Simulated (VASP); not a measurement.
# Si8NO14 (a cell with a defect) in VASP: a series of runs

The runs below take Si8NO14 (a cell with a defect) through single point, with PBEsol.

All numbers are computed with VASP 6.6.1; they aren't measurements. Logs are shortened: lines on timing, memory, paths and dates and some standing lists are left out, and cuts for length are marked.

**1. The cell of the first run**

The cell holds a defect, 23 atoms: a = 7.729 Å, b = 6.951 Å, c = 6.960 Å, α = 92.91°, β = 116.33°, γ = 87.81°.

**2. Single point, PBEsol, collinear spin, ferromagnetic start**

Input file INCAR:

```
PREC = Accurate ; ENCUT = 520
EDIFF = 1E-6 ; ISMEAR = -1
SIGMA = 0.02 ; LREAL = F
LASPH = T ; NELM = 200
ALGO = Normal ; ISIF = 2
LWAVE = F ; LCHARG = F
ISPIN = 2 ; MAGMOM = 0 0 0 0 0 0 0 0 0 0 0 0.07 0 0 0 0 0.09 0 0 0.1 0 0 0.28
LORBIT = 11 ; GGA = PS
NELECT = 119.0 ; NBANDS = 82
GGA_COMPAT = F
```

Input file KPOINTS:

```
regular mesh
0
Gamma
  2 2 2
```

Input file POSCAR:

```
Si8NO14
1.0
   -5.6578710000     -5.2657200000      0.0000000000
    4.5381290000     -5.2657200000      0.0000000000
    2.0996240000      2.2758520000      6.2331600000
Si O N
8 14 1
Direct
    0.7174313932      0.5772382639      0.2246881197
    0.9787723327      0.3456659082      0.6053284369
    0.9620614013      0.4225776125      0.0422564157
    0.2841744171      0.4532455936      0.4481017654
    0.2066133191      0.0929441374      0.2414637198
    0.4491294050      0.8366794038      0.5943436395
    0.3940333605      0.8241267688     -0.0042001168
    0.8057420673      0.9413180661      0.5157899043
    0.8202993650      0.7863054065      0.3493557040
    0.9559816764      0.1069713440      0.5985015626
    0.7576301629      0.5143113104      0.0225219632
    0.1276492598      0.5526288439      0.2303717537
   -0.0050188911      0.1977076738      0.1231662592
    0.7833133157      0.4164174811      0.4013777923
    0.1765982172      0.3978890516      0.5953594966
    0.9786933741      0.4381709941      0.8210538475
    0.3668997218      0.2575439531      0.3731866341
    0.4554089943      0.6056611158      0.5757883642
    0.4844027959      0.6348885162      0.1245835178
    0.2472533560      0.9270625613      0.4159254696
    0.6411944819      0.9265518853      0.5885995226
    0.4587183973      0.9010052586      0.8292134327
    0.2388327074     -0.0469673011      0.0498228828
```

Potentials or basis: VASP PAW PBE potentials, release 64 (Si, O, N).

Launch:

```sh
cat potpaw_PBE.64/Si/POTCAR potpaw_PBE.64/O/POTCAR potpaw_PBE.64/N/POTCAR > POTCAR
mpirun -np 1 vasp_std > vasp.out
```

OUTCAR:

```text
PREC = Accurate
   ENCUT = 520
   EDIFF = 1E-6
   ISMEAR = -1
   LREAL = F
   LASPH = T
   NELM = 200
   ISIF = 2
   ISPIN = 2
   LORBIT = 11
   GGA = PS
   NELECT = 119.0

 ion  position               nearest neighbor table
   1  0.717  0.577  0.225-  14 1.60  11 1.61  19 1.66   9 1.69   7 2.85   3 2.86   2 3.02   8 3.06

   2  0.979  0.346  0.605-  16 1.60  15 1.62  14 1.63  10 1.67   1 3.02   8 3.07   3 3.12   4 3.14

   3  0.962  0.423  0.042-  16 1.61  12 1.63  11 1.63  13 1.66   4 2.82   1 2.86   5 2.90   2 3.12

   4  0.284  0.453  0.448-  18 1.62  12 1.63  17 1.64  15 1.65   5 2.77   3 2.82   6 2.93   2 3.14

   5  0.207  0.093  0.241-  13 1.63  17 1.64  20 1.64  23 1.71   4 2.77   3 2.90   6 2.97
   6  0.449  0.837  0.594-  18 1.61  20 1.63  22 1.64  21 1.65   4 2.93   5 2.97   7 3.01
   7  0.394  0.824  0.996-  22 1.57  19 1.59  23 1.63   1 2.85   6 3.01
   8  0.806  0.941  0.516-  10 1.56  21 1.57   9 1.58   1 3.06   2 3.07
   9  0.820  0.786  0.349-   8 1.58   1 1.69
  10  0.956  0.107  0.599-   8 1.56   2 1.67
  11  0.758  0.514  0.023-   1 1.61   3 1.63
  12  0.128  0.553  0.230-   3 1.63   4 1.63
  13  0.995  0.198  0.123-   5 1.63   3 1.66
  14  0.783  0.416  0.401-   1 1.60   2 1.63
  15  0.177  0.398  0.595-   2 1.62   4 1.65
  16  0.979  0.438  0.821-   2 1.60   3 1.61
  17  0.367  0.258  0.373-   5 1.64   4 1.64
  18  0.455  0.606  0.576-   6 1.61   4 1.62
  19  0.484  0.635  0.125-   7 1.59   1 1.66
  20  0.247  0.927  0.416-   6 1.63   5 1.64
  21  0.641  0.927  0.589-   8 1.57   6 1.65
  22  0.459  0.901  0.829-   7 1.57   6 1.64
  23  0.239  0.953  0.050-   7 1.63   5 1.71

  LATTYP: Found a triclinic cell.
 ALAT       =     6.9598999169
 B/A-ratio  =     1.1171330850
 C/A-ratio  =     0.9987834837
 COS(alpha) =     0.0074743512
 COS(beta)  =     0.0507558895
 COS(gamma) =     0.4541659106

  Lattice vectors:

 A1 = (  -2.0996240000,  -2.2758520000,  -6.2331600000)
 A2 = (   3.5582470000,   2.9898680000,  -6.2331600000)
 A3 = (   4.5381290000,  -5.2657200000,   0.0000000000)

Analysis of symmetry for initial positions (statically):
=====================================================================
 Subroutine PRICEL returns:
 Original cell was already a primitive cell.

 Routine SETGRP: Setting up the symmetry group for a
 triclinic supercell.

 Subroutine GETGRP returns: Found  1 space group operations
 (whereof  1 operations were pure point group operations)
 out of a pool of  2 trial point group operations.

The static configuration has the point symmetry C_1 .

[... 191 lines left out ...]
 Free energy of the ion-electron system (eV)
  ---------------------------------------------------
  ext. energy  EPLUGINS =         0.00000000
  ---------------------------------------------------
  free energy    TOTEN  =      -187.43405412 eV

  energy without entropy =     -187.43405412  energy(sigma->0) =     -187.43405412

 E-fermi :   0.7086     XC(G=0):  -8.4746

 val. band max:        0.3263305265   @ k =   0.5000   0.0000   0.5000
 cond. band min:       1.0959627909   @ k =   0.0000   0.5000  -0.0000
 fundamental gap:      0.7696322643
 Fermi energy:         0.7086402195

 spin component 1

 k-point     1 :       0.0000    0.0000    0.0000
  band No.  band energies     occupation
      1     -19.5615      1.00000
      2     -18.9770      1.00000
      3     -18.8775      1.00000
      4     -18.6638      1.00000
      5     -18.3706      1.00000
      6     -18.0778      1.00000
[... 581 lines left out ...]
     70       9.2011      0.00000
     71       9.4338      0.00000
 Fermi energy:         0.7086402195

 spin component 2

 k-point     1 :       0.0000    0.0000    0.0000
  band No.  band energies     occupation
      1     -19.5437      1.00000
      2     -18.9450      1.00000
      3     -18.8577      1.00000
      4     -18.6505      1.00000
      5     -18.3504      1.00000
      6     -18.0622      1.00000
[... 581 lines left out ...]
     70       9.2524      0.00000
     71       9.4626      0.00000
 [bands above 71 left out]

------------------------ aborting loop because EDIFF is reached ----------------------------------------

  FORCE on cell =-STRESS in cart. coord.  units (eV):
  Direction    XX          YY          ZZ          XY          YZ          ZX
  --------------------------------------------------------------------------------------
  -------------------------------------------------------------------------------------
  Total      -12.2459544    -15.8004408    -11.0855800     -0.6350970     -0.5348309      0.1966279
  in kB      -58.6283072    -75.6456434    -53.0729390     -3.0405685     -2.5605378      0.9413690
  external PRESSURE =     -62.4489632 kB  Pullay stress =       0.0000000 kB

 VOLUME and BASIS-vectors are now :
 -----------------------------------------------------------------------------
  energy-cutoff  :      520.00
  volume of cell :      334.65
      direct lattice vectors                 reciprocal lattice vectors
    -5.657871000 -5.265720000  0.000000000    -0.098077678 -0.084525792  0.063899280
     4.538129000 -5.265720000  0.000000000     0.098077678 -0.105381761  0.005439784
     2.099624000  2.275852000  6.233160000     0.000000000  0.000000000  0.160432269

 POSITION                                       TOTAL-FORCE (eV/Angst)
 -----------------------------------------------------------------------------------
     -0.96779     -6.30601      1.40052         0.046457      0.008310     -0.014476
     -2.69813     -5.59648      3.77311        -0.031182      0.042702      0.027605
     -3.43679     -7.19495      0.26339         0.029622     -0.013752     -0.078191
      1.38991     -2.86323      2.79309        -0.016572     -0.048907      0.072551
     -0.24022     -1.02785      1.50508        -0.100390      0.066507     -0.062545
      2.50374     -5.41807      3.70464         0.012798     -0.067653      0.048040
[... 15 lines left out ...]
      3.23455     -5.27276      5.16862        -0.009914     -0.036117     -0.032987
      3.07831     -6.16264      0.31055         0.015910     -0.008888      0.008262
 -----------------------------------------------------------------------------------
    total drift:                               -0.000447      0.000269     -0.000490

  FREE ENERGIE OF THE ION-ELECTRON SYSTEM (eV)
  ---------------------------------------------------
  free  energy   TOTEN  =      -187.4340541236 eV

  energy  without entropy=     -187.4340541223  energy(sigma->0) =     -187.43405412

 total charge

# of ion       s       p       d       tot
------------------------------------------
    1        0.644   0.967   0.000   1.611
    2        0.633   0.965   0.000   1.598
    3        0.647   0.981   0.000   1.628
    4        0.647   0.978   0.000   1.625
    5        0.653   0.979   0.000   1.633
    6        0.638   0.965   0.000   1.603
[... 15 lines left out ...]
   22        1.552   3.641   0.000   5.193
   23        1.260   2.478   0.000   3.738
--------------------------------------------------
tot         28.170  61.188   0.000  89.358

 magnetization (x)

# of ion       s       p       d       tot
------------------------------------------
    1        0.000   0.001   0.000   0.001
    2       -0.000  -0.000   0.000  -0.000
    3       -0.000  -0.000   0.000  -0.000
    4       -0.000  -0.000   0.000  -0.000
    5       -0.003  -0.007   0.000  -0.011
    6       -0.000  -0.000   0.000  -0.001
[... 15 lines left out ...]
   22        0.001   0.024   0.000   0.025
   23        0.016   0.508   0.000   0.524
--------------------------------------------------
tot          0.013   0.689   0.000   0.703
```

Run time: 5.8 min. Hardware: 1 thread of Intel Xeon 6975P-C (Granite Rapids), shared host; peak memory 0.71 GiB.

What came out:

```
Free energy                                           : -187.4341 eV
Largest force                                         : 0.136 eV/Å
Net moment                                            : 1.00 μB per cell
Site moments                                          : Si +0.00, -0.00, -0.01 (each value once); O -0.00, +0.01, +0.00, +0.02, +0.11, +0.03 (each value once); N +0.52 μB
Valence electrons inside the program's atomic spheres : Si 1.61, 1.60, 1.63, 1.62, 1.68 (each value once); O 5.17, 5.19, 5.16, 5.21, 5.22, 5.20 (each value once); N 3.74
```

Forces in eV/Å, atoms in the order of the input:
```
Si   0.046  0.008 -0.014
Si  -0.031  0.043  0.028
Si   0.030 -0.014 -0.078
Si  -0.017 -0.049  0.073
Si  -0.100  0.067 -0.063
Si   0.013 -0.068  0.048
Si   0.114  0.025  0.015
Si   0.024 -0.003  0.034
O   -0.059  0.042 -0.061
O    0.027 -0.096  0.028
O   -0.006  0.007 -0.062
O    0.040 -0.042  0.007
O    0.041  0.028 -0.010
O   -0.017  0.017  0.023
O   -0.014 -0.030 -0.005
O    0.001  0.006  0.003
O   -0.058 -0.034  0.015
O   -0.043  0.018  0.012
O   -0.043  0.052  0.030
O    0.019  0.025 -0.002
O    0.028  0.042  0.003
O   -0.010 -0.036 -0.033
N    0.016 -0.009  0.008
```

Caveat: the k points lie up to 0.50 Å⁻¹ apart; the cell carries a net charge on a neutralising background, which shifts energy and pressure; the cell is charged against a uniform background, so pressure and absolute levels hang on convention; the PAW data sets were made with another functional, which shifts forces and pressure a little.

**3. Single point, PBEsol, collinear spin, ferromagnetic start**

Input file INCAR:

```
SYSTEM = Si8NO14
ALGO = Normal ; EDIFF = 1E-6
ENCUT = 520 ; GGA = PS
GGA_COMPAT = .False. ; ISIF = 2
ISMEAR = -1 ; ISPIN = 2
LASPH = .True. ; LCHARG = .True.
LELF = .True. ; LORBIT = 11
LREAL = .False. ; LVHAR = .True.
LWAVE = .False. ; MAGMOM = 0 0 0 0 0 0 0 0 0 0 0 0.07 0 0 0 0 0.09 0 0 0.1 0 0 0.28
NBANDS = 82 ; NELECT = 119.0
NELM = 200 ; PREC = Accurate
SIGMA = 0.02
```

Input file KPOINTS:

```
k-points
0
Gamma
  2 2 2
  0 0 0
```

Input file POSCAR:

```
Si8NO14
1.0
   -5.6578710000     -5.2657200000      0.0000000000
    4.5381290000     -5.2657200000      0.0000000000
    2.0996240000      2.2758520000      6.2331600000
Si O N
8 14 1
Direct
    0.6990350840      0.5651432252      0.1995740523
    0.9337078799      0.3579315888      0.5883558259
    1.0017401776      0.3882322696      0.0610807359
    0.2868064140      0.4531771060      0.4885801102
    0.2904177322      0.0914583720      0.2872157942
    0.4756983040      0.8258769059      0.6147599292
    0.5078621335      0.8578707369      0.0420791380
    0.7163457988      0.9737946775      0.4279243594
    0.7524940027      0.8166494459      0.2455318009
    0.8796292687      0.1307198609      0.5203161799
    0.8002854997      0.4416698448      0.0768987159
    0.1678218115      0.5251682513      0.2419294547
    0.0810411817      0.1634941918      0.1128934601
    0.7453236136      0.4810558177      0.4255464323
    0.1284318282      0.4049102632      0.5703543628
    0.9643632384      0.4270531273      0.8227090272
    0.4021501113      0.2543552799      0.4750447606
    0.4505803851      0.6018032358      0.6382385499
    0.4714240600      0.6279731526      0.0473281610
    0.2826363370      0.8998583956      0.4063696424
    0.6776677073      0.8652033344      0.6025136528
    0.4821567422      0.9460921371      0.8262943675
    0.4766882475      0.0229466592      0.2169791887
```

Potentials or basis: VASP PAW PBE potentials, release 64 (Si, O, N).

Launch:

```sh
cat potpaw_PBE.64/Si/POTCAR potpaw_PBE.64/O/POTCAR potpaw_PBE.64/N/POTCAR > POTCAR
mpirun -np 1 vasp_std > vasp.out
```

OUTCAR:

```text
SYSTEM = Si8NO14
   EDIFF = 1E-6
   ENCUT = 520
   GGA = PS
   ISIF = 2
   ISMEAR = -1
   ISPIN = 2
   LASPH = .True.
   LORBIT = 11
   LREAL = .False.
   NELECT = 119.0
   NELM = 200
   PREC = Accurate

 ion  position               nearest neighbor table
   1  0.699  0.565  0.200-  14 1.59  11 1.60  19 1.66   9 1.79   7 2.47   2 2.92   3 3.09
   2  0.934  0.358  0.588-  16 1.59  15 1.61  14 1.64  10 1.64   1 2.92   3 3.09   8 3.09
   3  0.002  0.388  0.061-  16 1.59  12 1.64  11 1.64  13 1.65   4 2.83   5 2.93   2 3.09   1 3.09

   4  0.287  0.453  0.489-  18 1.60  15 1.61  17 1.64  12 1.64   5 2.82   3 2.83   6 2.92
   5  0.290  0.091  0.287-  13 1.61  20 1.62  17 1.63  23 1.76   4 2.82   6 2.83   3 2.93   8 3.08

   6  0.476  0.826  0.615-  18 1.60  21 1.63  22 1.64  20 1.64   5 2.83   7 2.87   4 2.92   8 2.94

   7  0.508  0.858  0.042-  22 1.58  19 1.64  23 1.72   9 1.81   1 2.47   8 2.55   6 2.87
   8  0.716  0.974  0.428-  10 1.58  21 1.60   9 1.74  23 1.81   7 2.55   6 2.94   5 3.08   2 3.09

   9  0.752  0.817  0.246-   8 1.74   1 1.79   7 1.81
  10  0.880  0.131  0.520-   8 1.58   2 1.64
  11  0.800  0.442  0.077-   1 1.60   3 1.64
  12  0.168  0.525  0.242-   3 1.64   4 1.64
  13  0.081  0.163  0.113-   5 1.61   3 1.65
  14  0.745  0.481  0.426-   1 1.59   2 1.64
  15  0.128  0.405  0.570-   2 1.61   4 1.61
  16  0.964  0.427  0.823-   3 1.59   2 1.59
  17  0.402  0.254  0.475-   5 1.63   4 1.64
  18  0.451  0.602  0.638-   6 1.60   4 1.60
  19  0.471  0.628  0.047-   7 1.64   1 1.66
  20  0.283  0.900  0.406-   5 1.62   6 1.64
  21  0.678  0.865  0.603-   8 1.60   6 1.63
  22  0.482  0.946  0.826-   7 1.58   6 1.64
  23  0.477  0.023  0.217-   7 1.72   5 1.76   8 1.81

  LATTYP: Found a triclinic cell.
 ALAT       =     6.9598999169
 B/A-ratio  =     1.1171330850
 C/A-ratio  =     0.9987834837
 COS(alpha) =     0.0074743512
 COS(beta)  =     0.0507558895
 COS(gamma) =     0.4541659106

  Lattice vectors:

[... 231 lines left out ...]
      4     -18.5643      1.00000
      5     -18.4162      1.00000
      6     -18.1042      1.00000
[... 581 lines left out ...]
     70       8.9124      0.00000
     71       9.2442      0.00000
 Fermi energy:        -0.0150908537

 spin component 2

 k-point     1 :       0.0000    0.0000    0.0000
  band No.  band energies     occupation
      1     -20.1209      1.00000
      2     -19.1945      1.00000
      3     -18.8974      1.00000
      4     -18.5289      1.00000
      5     -18.3705      1.00000
      6     -18.0485      1.00000
[... 581 lines left out ...]
     70       8.9524      0.00000
     71       9.2851      0.00000
 [bands above 71 left out]

------------------------ aborting loop because EDIFF is reached ----------------------------------------

  FORCE on cell =-STRESS in cart. coord.  units (eV):
  Direction    XX          YY          ZZ          XY          YZ          ZX
  --------------------------------------------------------------------------------------
  -------------------------------------------------------------------------------------
  Total      -13.9295409    -11.3941424     -4.4207523     -3.2539167      3.7608428      1.5022318
  in kB      -66.6885880    -54.5502019    -21.1646405    -15.5783389     18.0052810      7.1920330
  external PRESSURE =     -47.4678101 kB  Pullay stress =       0.0000000 kB

 VOLUME and BASIS-vectors are now :
 -----------------------------------------------------------------------------
  energy-cutoff  :      520.00
  volume of cell :      334.65
      direct lattice vectors                 reciprocal lattice vectors
    -5.657871000 -5.265720000  0.000000000    -0.098077678 -0.084525792  0.063899280
     4.538129000 -5.265720000  0.000000000     0.098077678 -0.105381761  0.005439784
     2.099624000  2.275852000  6.233160000     0.000000000  0.000000000  0.160432269

 POSITION                                       TOTAL-FORCE (eV/Angst)
 -----------------------------------------------------------------------------------
     -0.97133     -6.20261      1.24398        -0.004773      0.006893     -0.028565
     -2.42313     -5.46240      3.66732        -0.016492     -0.002052      0.027565
      1.88025     -1.91447      0.38073         0.037305      0.017253     -0.062122
      1.45970     -2.78461      3.04540        -0.005901     -0.015411      0.075847
     -0.62505     -1.35719      1.79026        -0.109196     -0.034426     -0.055637
      2.34726     -5.45463      3.83190        -0.011693     -0.014865      0.042768
[... 15 lines left out ...]
      3.30041     -5.64023      5.15042         0.016098     -0.044734     -0.055032
     -2.13733     -2.13713      1.35247         0.033953      0.016763      0.003151
 -----------------------------------------------------------------------------------
    total drift:                               -0.000568     -0.000620     -0.000448

  FREE ENERGIE OF THE ION-ELECTRON SYSTEM (eV)
  ---------------------------------------------------
  free  energy   TOTEN  =      -188.9113845658 eV

  energy  without entropy=     -188.9041737738  energy(sigma->0) =     -188.90777917

 total charge

# of ion       s       p       d       tot
------------------------------------------
    1        0.650   0.964   0.000   1.613
    2        0.636   0.982   0.000   1.618
    3        0.642   0.979   0.000   1.621
    4        0.649   0.995   0.000   1.643
    5        0.660   0.990   0.000   1.650
    6        0.651   0.991   0.000   1.642
[... 15 lines left out ...]
   22        1.558   3.636   0.000   5.195
   23        1.235   2.592   0.000   3.827
--------------------------------------------------
tot         28.186  61.231   0.000  89.418

 magnetization (x)

# of ion       s       p       d       tot
------------------------------------------
    1       -0.000  -0.000   0.000  -0.001
    2       -0.000  -0.001   0.000  -0.001
    3       -0.001  -0.002   0.000  -0.002
    4       -0.001  -0.003   0.000  -0.004
    5       -0.003  -0.006   0.000  -0.008
    6       -0.000   0.000   0.000   0.000
[... 15 lines left out ...]
   22        0.001   0.013   0.000   0.013
   23        0.010   0.279   0.000   0.289
--------------------------------------------------
tot          0.008   0.757   0.000   0.765
```

It took 8 min on 1 thread of AMD EPYC 9R45 (Zen 5), shared host; peak memory 0.69 GiB.

Results:

```
Free energy                                           : -188.9114 eV
Largest force                                         : 0.127 eV/Å
Net moment                                            : 1.00 μB per cell
Site moments                                          : Si -0.00, -0.01, +0.00 (each value once); O +0.01, +0.03, +0.08, +0.02, +0.04, +0.10, +0.11 (each value once); N +0.29 μB
Valence electrons inside the program's atomic spheres : Si 1.61, 1.62, 1.64, 1.65, 1.59 (each value once); O 5.13, 5.20, 5.16, 5.17, 5.21, 5.24, 5.22, 5.19 (each value once); N 3.83
```

Forces on the atoms (eV/Å):
```
Si  -0.005  0.007 -0.029
Si  -0.016 -0.002  0.028
Si   0.037  0.017 -0.062
Si  -0.006 -0.015  0.076
Si  -0.109 -0.034 -0.056
Si  -0.012 -0.015  0.043
Si   0.109 -0.026  0.018
Si   0.002 -0.021 -0.043
O   -0.032 -0.016  0.022
O    0.008 -0.046  0.015
O   -0.034 -0.002 -0.007
O    0.023 -0.049 -0.007
O    0.012  0.026 -0.026
O    0.013  0.024  0.033
O   -0.002 -0.009 -0.011
O    0.002  0.003  0.003
O   -0.029 -0.022  0.037
O   -0.018  0.007  0.029
O    0.013  0.106 -0.037
O    0.006  0.065 -0.008
O   -0.011  0.029  0.037
O    0.016 -0.045 -0.055
N    0.034  0.017  0.003
```

Caveat: the k points lie up to 0.50 Å⁻¹ apart; the cell carries a net charge on a neutralising background, which shifts energy and pressure; the cell is charged against a uniform background, so pressure and absolute levels hang on convention; the PAW data sets were made with another functional, which shifts forces and pressure a little.
